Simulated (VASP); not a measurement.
AgBr:

```
CELL_PARAMETERS angstrom
0.00000 2.92002 2.92002
2.92002 0.00000 2.92002
2.92002 2.92002 0.00000
ATOMIC_POSITIONS crystal
Ag 0.00000 0.00000 0.00000
Br 0.50000 0.50000 0.50000
```

```yaml
Program: VASP 6.6.1
Task: relaxation of cell and atoms
Functional: PBEsol
Potentials_or_basis: VASP PAW PBE potentials, release 64 (Ag, Br)
Cutoff: 500 eV
k_mesh: 8 × 8 × 8
Occupations: fermi-dirac, width 0.02 eV
Spin: no spin polarisation
```

At the start: pressure -3.6 GPa; volume 24.90 Å³/atom.

Task: How do energy, volume and symmetry change on relaxing?

Result: Over 3 steps the energy falls by 25.8 meV/atom and the volume is 22.82 Å³/atom (-8.4 %); space group Fm-3m (No. 225, to 0.1 Å) before and after.

Step by step:
```
step  energy change (eV)  largest force (eV/Å)  pressure (GPa)  volume (Å³)
   1              0.0000                0.0000           -3.61        49.80
   2             -0.0513                0.0000           -0.26        45.86
   3             -0.0515                0.0000           -0.01        45.64
```

Final structure:
```
Ag Br
1.0
     0.00000    2.83637    2.83637
     2.83637    0.00000    2.83637
     2.83637    2.83637    0.00000
Ag Br
1 1
Direct
  0.00000 0.00000 0.00000
  0.50000 0.50000 0.50000
```

Caveat: the PAW data sets were made with another functional, which shifts forces and pressure a little.
